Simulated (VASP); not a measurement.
# InP (I4/mmm) in VASP: further runs

InP is run at these levels: PBE; tasks: single point.

Program: VASP 6.6.1. These are calculated values, not measurements. Logs are shortened: lines on timing, memory, paths and dates and some standing lists are left out, and cuts for length are marked.

## (1) The cell of the first run

The structure is tetragonal, space group I4/mmm (No. 139). Conventional cell: a = 3.996 Å, b = 3.996 Å, c = 5.319 Å, α = 90.00°, β = 90.00°, γ = 90.00°. Within 3.5 Å of In (site symmetry 4/mmm) lie 6 P at 2.66 to 2.83 Å. P (site symmetry 4/mmm) has 6 In at 2.66 to 2.83 Å within 3.5 Å.

## (2) Single point, PBE

Input file INCAR:

```
PREC     = Accurate       # precision mode
ENCUT    = 520            # plane-wave cutoff, eV
EDIFF    = 1E-6           # SCF threshold, eV
ISMEAR   = 0              # smearing method
SIGMA    = 0.15           # smearing width, eV
LREAL    = F              # projectors in reciprocal space
LASPH    = T              # aspherical terms in the spheres
NELM     = 100            # most SCF steps
ALGO     = Normal         # electronic algorithm
ISIF     = 2              # what is computed and relaxed
LWAVE    = F              # write WAVECAR
LCHARG   = F              # write CHGCAR
GGA      = PE             # functional
NBANDS   = 16             # bands
```

Input file KPOINTS:

```
Automatic mesh
0
Gamma
  18 18 18
```

Input file POSCAR:

```
InP
1.0
    0.0000000000      2.8255636229      2.6593539980
    2.8255636229      0.0000000000      2.6593539980
    2.8255636229      2.8255636229      0.0000000000
In P
1 1
Direct
    0.0000000000      0.0000000000      0.0000000000
    0.5000000000      0.5000000000      0.5000000000
```

Potentials or basis: VASP PAW PBE potentials, release 64 (In_d, P).

Launch:

```
$ cat potpaw_PBE.64/In_d/POTCAR potpaw_PBE.64/P/POTCAR > POTCAR
$ mpirun -np 1 vasp_std > vasp.out
```

OUTCAR:

```text
PREC = Accurate
   ENCUT = 520
   EDIFF = 1E-6
   ISMEAR = 0
   LREAL = F
   LASPH = T
   NELM = 100
   ISIF = 2
   GGA = PE

 ion  position               nearest neighbor table
   1  0.000  0.000  0.000-   2 2.66   2 2.66   2 2.83   2 2.83   2 2.83   2 2.83
   2  0.500  0.500  0.500-   1 2.66   1 2.66   1 2.83   1 2.83   1 2.83   1 2.83

  LATTYP: Found a body centered tetragonal cell.
 ALAT       =     3.9959503969
 C/A-ratio  =     1.3310245293

  Lattice vectors:

 A1 = (   0.0000000000,  -2.8255636229,  -2.6593539980)
 A2 = (   0.0000000000,   2.8255636229,  -2.6593539980)
 A3 = (   2.8255636229,   0.0000000000,   2.6593539980)

Analysis of symmetry for initial positions (statically):
=====================================================================
 Subroutine PRICEL returns:
 Original cell was already a primitive cell.

 Routine SETGRP: Setting up the symmetry group for a
 body centered tetragonal supercell.

 Subroutine GETGRP returns: Found 16 space group operations
 (whereof 16 operations were pure point group operations)
 out of a pool of 16 trial point group operations.

The static configuration has the point symmetry D_4h.

Analysis of symmetry for dynamics (positions and initial velocities):
=====================================================================
 Subroutine PRICEL returns:
 Original cell was already a primitive cell.

 Routine SETGRP: Setting up the symmetry group for a
 body centered tetragonal supercell.

 Subroutine GETGRP returns: Found 16 space group operations
 (whereof 16 operations were pure point group operations)
 out of a pool of 16 trial point group operations.

The dynamic configuration has the point symmetry D_4h.

 Subroutine INISYM returns: Found 16 space group operations
 (whereof 16 operations are pure point group operations),
 and found     1 'primitive' translations

----------------------------------------------------------------------------------------

                                     Primitive cell

  volume of cell :      42.4636

  direct lattice vectors                    reciprocal lattice vectors
     0.000000000  2.825563623  2.659353998    -0.176955846  0.176955846  0.188015586
     2.825563623  0.000000000  2.659353998     0.176955846 -0.176955846  0.188015586
     2.825563623  2.825563623  0.000000000     0.176955846  0.176955846 -0.188015586

  length of vectors
[... 76 lines left out ...]
   ISPIN  =      1    spin polarized calculation?
   LNONCOLLINEAR =      F non collinear calculations
   LSORBIT =      F    spin-orbit coupling
   LASPH  =      T    aspherical Exc in radial PAW
   ENCUT  =  520.0 eV  38.22 Ry    6.18 a.u.   7.21  7.21  7.43*2*pi/ulx,y,z
   NELM   =    100;   NELMIN=  2; NELMDL= -5     # of ELM steps
   EDIFF  = 0.1E-05   stopping-criterion for ELM
   LREAL  =      F    real-space projection
   EDIFFG = 0.1E-04   stopping-criterion for IOM
   NSW    =      0    number of steps for IOM
   IBRION =     -1    ionic relax: 0-MD 1-quasi-New 2-CG
   NFREE  =      0    steps in history (QN), initial steepest desc. (CG)
   ISIF   =      2    stress and relaxation
   ISYM   =      2    0-nonsym 1-usesym 2-fastsym
   POTIM  = 0.5000    time-step for ionic-motion
   TEBEG  =    0.0;   TEEND  =   0.0 temperature during run
   PSTRESS=    0.0 pullay stress
   NELECT =      18.0000    total number of electrons
   NUPDOWN=      -1.0000    fix difference up-down
   EMIN   =  10.00;   EMAX   =-10.00  energy-range for DOS
   EFERMI =   0.00;   METHOD = LEGACY
   ISMEAR =     0;   SIGMA  =   0.15  broadening in eV -4-tet -1-fermi 0-gaus
   EFERMI_NEDOS =   21; number of points for ismear=-14 and -15
   IALGO  =     38    algorithm
   IMIX   =      4    mixing-type and parameters
     AMIX     =   0.40;   BMIX     =  1.00
     AMIX_MAG =   1.60;   BMIX_MAG =  1.00
  volume/ion in A,a.u.               =      21.23       143.28
  Fermi-wavevector in a.u.,A,eV,Ry     =   1.229778  2.323944 20.576841  1.512355
  Thomas-Fermi vector in A             =   2.364653
   LORBIT       =      0    0 simple, 1 ext, 2 COOP (PROOUT), +10 PAW based schemes
   GGA     = PE    functional components
   LHFCALC =     F    Hartree Fock is set to
   AEXX    =    0.0000 exact exchange contribution
   IVDW    =     0    specifies the selected vdW correction
   LEPSILON=     F    determine dielectric tensor
   LRPA    =     F    only Hartree local field effects (RPA)
 non-spin polarized calculation
 Gauss-broadening in eV      SIGMA  =   0.15
  energy-cutoff  :      520.00
  volume of cell :       42.46
 maximum number of plane-waves:      1169
 NGX is ok and might be reduce to    30
   NGX = 15   NGY = 15   NGZ = 15

 number of electron      18.0000007 magnetization

 Free energy of the ion-electron system (eV)
  ---------------------------------------------------
  ext. energy  EPLUGINS =         0.00000000
  ---------------------------------------------------
  free energy    TOTEN  =        -7.88315646 eV

  energy without entropy =       -7.86919825  energy(sigma->0) =       -7.87617736

 E-fermi :   7.0384     XC(G=0): -10.3908

 val. band max:        7.0377783238   @ k =  -0.2222   0.1111   0.0556
 cond. band min:       7.0389683800   @ k =   0.5000  -0.0000   0.0000
 fundamental gap:      0.0011900562
 Fermi energy:         7.0383530652

 k-point     1 :       0.0000    0.0000    0.0000
  band No.  band energies     occupation
      1      -7.2228      2.00000
      2      -7.1889      2.00000
      3      -7.1844      2.00000
      4      -7.1844      2.00000
      5      -7.1530      2.00000
      6      -4.9731      2.00000
[... 433 lines left out ...]
      3      -7.1793      2.00000
      4      -7.1446      2.00000
      5      -7.1283      2.00000
      6      -4.2483      2.00000
[... 8 lines left out ...]
     15      16.0340      0.00000
     16      16.3754      0.00000

 [... further k-points ...]
[... 5 lines left out ...]
  --------------------------------------------------------------------------------------
  -------------------------------------------------------------------------------------
  Total       -0.4881415     -0.4881415      1.4430004      0.0000000     -0.0000000     -0.0000000
  in kB      -18.4178939    -18.4178939     54.4453379      0.0000000     -0.0000000     -0.0000000
  external PRESSURE =       5.8698500 kB  Pullay stress =       0.0000000 kB

 VOLUME and BASIS-vectors are now :
 -----------------------------------------------------------------------------
  energy-cutoff  :      520.00
  volume of cell :       42.46
      direct lattice vectors                 reciprocal lattice vectors
     0.000000000  2.825563623  2.659353998    -0.176955846  0.176955846  0.188015586
     2.825563623  0.000000000  2.659353998     0.176955846 -0.176955846  0.188015586
     2.825563623  2.825563623  0.000000000     0.176955846  0.176955846 -0.188015586

 POSITION                                       TOTAL-FORCE (eV/Angst)
 -----------------------------------------------------------------------------------
      0.00000      0.00000      0.00000        -0.000000     -0.000000     -0.000000
      2.82556      2.82556      2.65935         0.000000      0.000000      0.000000
 -----------------------------------------------------------------------------------
    total drift:                               -0.000000      0.000000      0.000000

  FREE ENERGIE OF THE ION-ELECTRON SYSTEM (eV)
  ---------------------------------------------------
  free  energy   TOTEN  =        -7.8831564620 eV

  energy  without entropy=       -7.8691982548  energy(sigma->0) =       -7.87617736
```

OSZICAR:

```text
N       E                     dE             d eps       ncg     rms          rms(c)
DAV:   1     0.108751023509E+03    0.10875E+03   -0.84595E+03 15568   0.132E+03
DAV:   2    -0.149288035129E+01   -0.11024E+03   -0.10546E+03 17280   0.307E+02
DAV:   3    -0.803498717872E+01   -0.65421E+01   -0.64751E+01 20120   0.711E+01
DAV:   4    -0.819243088175E+01   -0.15744E+00   -0.15738E+00 19512   0.112E+01
DAV:   5    -0.819963146864E+01   -0.72006E-02   -0.72004E-02 22752   0.215E+00    0.483E+00
DAV:   6    -0.789320206195E+01    0.30643E+00   -0.54602E-01 23144   0.123E+01    0.277E+00
DAV:   7    -0.788342002447E+01    0.97820E-02   -0.81627E-02 22264   0.236E+00    0.119E+00
DAV:   8    -0.788304891655E+01    0.37111E-03   -0.65398E-03 19944   0.102E+00    0.151E-01
DAV:   9    -0.788312794709E+01   -0.79031E-04   -0.49955E-04 23816   0.345E-01    0.851E-02
DAV:  10    -0.788314359597E+01   -0.15649E-04   -0.42097E-05 20400   0.559E-02    0.434E-02
DAV:  11    -0.788315567978E+01   -0.12084E-04   -0.12776E-05 19960   0.261E-02    0.828E-03
DAV:  12    -0.788315646203E+01   -0.78224E-06   -0.17424E-06 16496   0.203E-02
   1 F= -.78831565E+01 E0= -.78761774E+01  d E =-.139582E-01
```

Run time: 2.4 min. Hardware: 1 thread of Intel Xeon 6975P-C (Granite Rapids), shared host; peak memory 0.42 GiB.

Results:

- Free energy: -7.8832 eV
- Pressure: 0.6 GPa
- Band gap on the k mesh: zero (bands 9 and 10 overlap by 2.81 eV)

Caveat: the cell differs from its parent crystal (strain +e along x and -e along y +0.0000, strain +e along z and -e/2 along x and y -0.0400); the stress differs along the axes, from -2 to 5 GPa; spin-orbit coupling is left out, which moves the levels of the heavy elements.

## (3) Single point, PBE

Input file INCAR:

```
ALGO = Normal
EDIFF = 1E-7
ENCUT = 520
GGA = PE
ISIF = 2
ISMEAR = 0
LASPH = T
LCHARG = F
LREAL = F
LWAVE = F
NBANDS = 16
NELM = 60
PREC = Accurate
SIGMA = 0.15
```

Input file KPOINTS:

```
k-points
0
Gamma
  18 18 18
```

Input file POSCAR:

```
InP
1.0
    0.0000000000      2.8071420561      2.6961971315
    2.8071420561      0.0000000000      2.6961971315
    2.8071420561      2.8071420561      0.0000000000
In P
1 1
Direct
    0.0000000000      0.0000000000      0.0000000000
    0.5000000000      0.5000000000      0.5000000000
```

Potentials or basis: VASP PAW PBE potentials, release 64 (In_d, P).

Launch:

```
$ cat potpaw_PBE.64/In_d/POTCAR potpaw_PBE.64/P/POTCAR > POTCAR
$ mpirun -np 1 vasp_std > vasp.out
```

OUTCAR:

```text
EDIFF = 1E-7
   ENCUT = 520
   GGA = PE
   ISIF = 2
   ISMEAR = 0
   LASPH = T
   LREAL = F
   NELM = 60
   PREC = Accurate

 ion  position               nearest neighbor table
   1  0.000  0.000  0.000-   2 2.70   2 2.70   2 2.81   2 2.81   2 2.81   2 2.81
   2  0.500  0.500  0.500-   1 2.70   1 2.70   1 2.81   1 2.81   1 2.81   1 2.81

  LATTYP: Found a body centered tetragonal cell.
 ALAT       =     3.9698983672
 C/A-ratio  =     1.3583204818

  Lattice vectors:

 A1 = (   0.0000000000,  -2.8071420561,  -2.6961971315)
 A2 = (   0.0000000000,   2.8071420561,  -2.6961971315)
 A3 = (   2.8071420561,   0.0000000000,   2.6961971315)

Analysis of symmetry for initial positions (statically):
=====================================================================
 Subroutine PRICEL returns:
 Original cell was already a primitive cell.

 Routine SETGRP: Setting up the symmetry group for a
 body centered tetragonal supercell.

 Subroutine GETGRP returns: Found 16 space group operations
 (whereof 16 operations were pure point group operations)
 out of a pool of 16 trial point group operations.
[... 158 lines left out ...]
  ext. energy  EPLUGINS =         0.00000000
  ---------------------------------------------------
  free energy    TOTEN  =        -7.90475135 eV

  energy without entropy =       -7.89079420  energy(sigma->0) =       -7.89777278

 E-fermi :   7.0307     XC(G=0): -10.3901

 val. band max:        7.0275255454   @ k =  -0.2222   0.1667   0.0556
 cond. band min:       7.0308511038   @ k =  -0.4444   0.0556   0.0000
 fundamental gap:      0.0033255584
 Fermi energy:         7.0306680330

 k-point     1 :       0.0000    0.0000    0.0000
  band No.  band energies     occupation
      1      -7.2063      2.00000
      2      -7.1895      2.00000
      3      -7.1798      2.00000
      4      -7.1798      2.00000
      5      -7.1591      2.00000
      6      -4.9776      2.00000
[... 433 lines left out ...]
      3      -7.1771      2.00000
      4      -7.1427      2.00000
      5      -7.1294      2.00000
      6      -4.2475      2.00000
[... 8 lines left out ...]
     15      15.8292      0.00000
     16      16.3674      0.00000

 [... further k-points ...]
[... 5 lines left out ...]
  --------------------------------------------------------------------------------------
  -------------------------------------------------------------------------------------
  Total       -0.3543308     -0.3543308      0.9011949      0.0000000      0.0000000      0.0000000
  in kB      -13.3600811    -13.3600811     33.9796472      0.0000000      0.0000000      0.0000000
  external PRESSURE =       2.4198284 kB  Pullay stress =       0.0000000 kB

 VOLUME and BASIS-vectors are now :
 -----------------------------------------------------------------------------
  energy-cutoff  :      520.00
  volume of cell :       42.49
      direct lattice vectors                 reciprocal lattice vectors
     0.000000000  2.807142056  2.696197131    -0.178117099  0.178117099  0.185446381
     2.807142056  0.000000000  2.696197131     0.178117099 -0.178117099  0.185446381
     2.807142056  2.807142056  0.000000000     0.178117099  0.178117099 -0.185446381

 POSITION                                       TOTAL-FORCE (eV/Angst)
 -----------------------------------------------------------------------------------
      0.00000      0.00000      0.00000         0.000000      0.000000     -0.000000
      2.80714      2.80714      2.69620         0.000000      0.000000      0.000000
 -----------------------------------------------------------------------------------
    total drift:                               -0.000000      0.000000      0.000000

  FREE ENERGIE OF THE ION-ELECTRON SYSTEM (eV)
  ---------------------------------------------------
  free  energy   TOTEN  =        -7.9047513546 eV

  energy  without entropy=       -7.8907942026  energy(sigma->0) =       -7.89777278
```

Run time: 2.5 min. Hardware: 1 thread of Intel Xeon 6975P-C (Granite Rapids), shared host; peak memory 0.43 GiB.

Results:

- Free energy: -7.9048 eV
- Pressure: 0.2 GPa
- Band gap on the k mesh: zero (bands 9 and 10 overlap by 2.75 eV)

Stress tensor (GPa, compression positive):
```
-1.34  0.00  0.00
 0.00 -1.34  0.00
 0.00  0.00  3.40
```

Caveat: the cell differs from its parent crystal (strain +e along x and -e along y +0.0000, strain +e along z and -e/2 along x and y -0.0267); spin-orbit coupling is left out, which moves the levels of the heavy elements.
